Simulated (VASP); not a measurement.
## AlP: single point with PBE

System: AlP, a slab with vacuum.

```
Al P
1.0
     3.89390    0.00000    0.00000
     0.00000    5.50680    0.00000
     0.00000    0.00000   26.68169
Al P
7 7
Direct
  0.50000 0.50000 0.28109
  0.00000 0.00000 0.35406
  0.50000 0.50000 0.42703
  0.00000 0.00000 0.50000
  0.50000 0.50000 0.57297
  0.00000 0.00000 0.64594
  0.50000 0.50000 0.71891
  0.00000 0.75000 0.28109
  0.50000 0.25000 0.35406
  0.00000 0.75000 0.42703
  0.50000 0.25000 0.50000
  0.00000 0.75000 0.57297
  0.50000 0.25000 0.64594
  0.00000 0.75000 0.71891
```

* Program: VASP 6.6.1
* Task: single point
* Functional: PBE
* Potentials or basis: VASP PAW PBE potentials, release 64 (Al, P)
* Cutoff: 520 eV
* k mesh: 7 × 5 × 1
* Occupations: gaussian, width 0.05 eV
* Spin: no spin polarisation

The largest force is 2.080 eV/Å. The band gap on the k mesh is 0.96 eV.

Forces on the atoms (eV/Å):
```
Al   0.000  1.433  1.508
Al   0.000 -0.408  0.042
Al   0.000  0.318  0.081
Al   0.000 -0.176  0.000
Al   0.000  0.318 -0.081
Al   0.000 -0.408 -0.042
Al   0.000  1.433 -1.508
P    0.000 -0.654 -1.182
P    0.000 -0.565 -0.508
P    0.000  0.012  0.088
P    0.000 -0.094  0.000
P    0.000  0.012 -0.088
P    0.000 -0.565  0.508
P    0.000 -0.654  1.182
```

Levels at points of the mesh, in eV from the valence-band top:
| k point | band 25 | band 26 | band 27 | band 28 | band 29 | band 30 | band 31 | band 32 |
| --- | --- | --- | --- | --- | --- | --- | --- | --- |
| (0.00, 0.00, 0.00) | -0.25 | -0.22 | -0.12 | -0.12 | 1.02 | 1.45 | 1.78 | 2.29 |

Wall time 6.5 min on 1 thread of Intel(R) Xeon(R) Platinum 8488C (Sapphire Rapids), on a shared host, peak memory 0.62 GiB.
